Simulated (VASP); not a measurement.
Runs of VASP 6.6.1 on Cs. The structure is that of space group Im-3m (No. 229), or close to it. The cells are those of the table. 

```tsv
task	cell	gap on the mesh (eV)	pressure (GPa)
relaxation of cell and atoms	relaxed from a = 5.257 Å, angles 109.5°, 1 atom	none	0.0
single point	a = 4.982 Å, angles 109.5°, 1 atom	none	0.0
single point	a = 3.334 Å, angles 109.5°, 1 atom	none	(a)
single point	a = 3.161 Å, angles 109.5°, 1 atom	none	32.6
relaxation of cell and atoms	relaxed to 15 GPa from a = 5.257 Å, angles 109.5°, 1 atom	none	15.0
```

Alike in all rows: level LDA; potentials or basis VASP PAW LDA potentials, release 64 (Cs_sv); no spin polarisation; k mesh 5 × 5 × 5; cutoff (eV) 500; smearing gaussian 0.05 eV.

**Question.** Estimate the missing entries.

**Answer.** (a) 16.3.

Caveats: some runs use coarse meshes; spin-orbit coupling is left out, which moves the levels of the heavy elements; the cell is relaxed towards a set pressure, so the run minimises the enthalpy, not the energy (at least some runs).

A k mesh can miss the band edges, and the runs leave out spin-orbit coupling on Cs.

A gap of «none» marks levels without a gap at the run's occupations.
